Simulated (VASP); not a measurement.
Here is a VASP 6.6.1 calculation.

INCAR

```
ALGO = Normal
EDIFF = 1E-6
EDIFFG = -0.01
ENCUT = 600
GGA = PE
IBRION = 2
ISIF = 3
ISMEAR = 0
LASPH = True
LCHARG = False
LREAL = False
LWAVE = False
NELM = 60
NSW = 100
PREC = Accurate
SIGMA = 0.02
```

The input KPOINTS:

```
k-points
0
Gamma
  6 6 6
```

Contents of POSCAR:

```
BaTiO3
1.0
    2.8628964670      1.6528940459      2.3563485123
   -2.8628964670      1.6528940459      2.3563485123
    0.0000000000     -3.3057880917      2.3563485123
Ba Ti O
1 1 3
Direct
    0.0050105865      0.0050105865      0.0050105865
    0.5191677358      0.5191677358      0.5191677358
    0.4883657726      0.4883657726      0.9777901826
    0.4883657726      0.9777901826      0.4883657726
    0.9777901826      0.4883657726      0.4883657726
```

Potentials or basis: VASP PAW PBE potentials, release 64 (Ba_sv, Ti_sv, O).

The run is started by

```console
$ cat potpaw_PBE.64/Ba_sv/POTCAR potpaw_PBE.64/Ti_sv/POTCAR potpaw_PBE.64/O/POTCAR > POTCAR
$ mpirun -np 1 vasp_std > vasp.out
```

Question: What does it give for the band gap on the k mesh?

Answer: 2.57 eV (least direct gap 3.12 eV).

Question: Estimate the relaxed volume.

Answer: 13.52 Å³/atom.

Step by step:
| step | energy change (eV) | largest force (eV/Å) | pressure (GPa) | volume (Å³) |
| --- | --- | --- | --- | --- |
| 1 | 0.0000 | 0.0817 | 1.42 | 66.90 |
| 2 | 0.0006 | 0.1727 | -1.45 | 68.05 |
| 3 | -0.0026 | 0.0467 | 0.04 | 67.44 |
| 4 | -0.0029 | 0.0250 | 0.03 | 67.52 |
| 5 | -0.0030 | 0.0095 | 0.01 | 67.59 |

Caveat: spin-orbit coupling is left out, which moves the levels of the heavy elements. Zero-point motion and thermal expansion aren't in these numbers.
